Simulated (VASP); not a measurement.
## Si: single point with PBEsol

The system is Si, a slab with vacuum.

```xyz
12
Lattice="3.8417 0.0000 0.0000 0.0000 5.4330 0.0000 0.0000 0.0000 24.6043" Properties=species:S:1:pos:R:3 pbc="T T T"
Si    1.9209    0.0864    7.7124
Si    0.0000    1.2719    7.7124
Si    0.0000    2.7547    9.4485
Si    1.9209    4.0365    9.4485
Si    1.9209    0.0076   11.3408
Si    0.0000    1.3506   11.3408
Si    0.0000    2.7241   13.2635
Si    1.9209    4.0671   13.2635
Si    1.9209    0.0382   15.1558
Si    0.0000    1.3200   15.1558
Si    0.0000    2.8029   16.8919
Si    1.9209    3.9884   16.8919
```

- Program: VASP 6.6.1
- Task: single point
- Functional: PBEsol
- Potentials or basis: VASP PAW PBE potentials, release 64 (Si)
- Cutoff: 520 eV
- k mesh: 9 × 7 × 1
- Occupations: gaussian, width 0.05 eV
- Spin: no spin polarisation

The largest force is 0.011 eV/Å and the band gap on the k mesh is zero (bands 24 and 25 overlap by 0.44 eV).

Forces on the atoms (eV/Å):
```
Si   0.000 -0.008 -0.008
Si   0.000  0.008 -0.008
Si   0.000 -0.005 -0.001
Si   0.000  0.005 -0.001
Si   0.000  0.000 -0.002
Si   0.000  0.000 -0.002
Si   0.000  0.000  0.002
Si   0.000  0.000  0.002
Si   0.000 -0.005  0.001
Si   0.000  0.005  0.001
Si   0.000 -0.008  0.008
Si   0.000  0.008  0.008
```

Levels at points of the mesh, in eV from the Fermi level:
```
           k point  band 22  band 23  band 24  band 25  band 26  band 27
(0.00, 0.00, 0.00)    -0.37    -0.35     0.30     0.50     0.68     1.00
```

It took 7.3 min on 1 thread of Intel(R) Xeon(R) Platinum 8488C (Sapphire Rapids) (shared host), peak memory 0.63 GiB.

Caveat: the PAW data sets were made with another functional, which shifts forces and pressure a little.
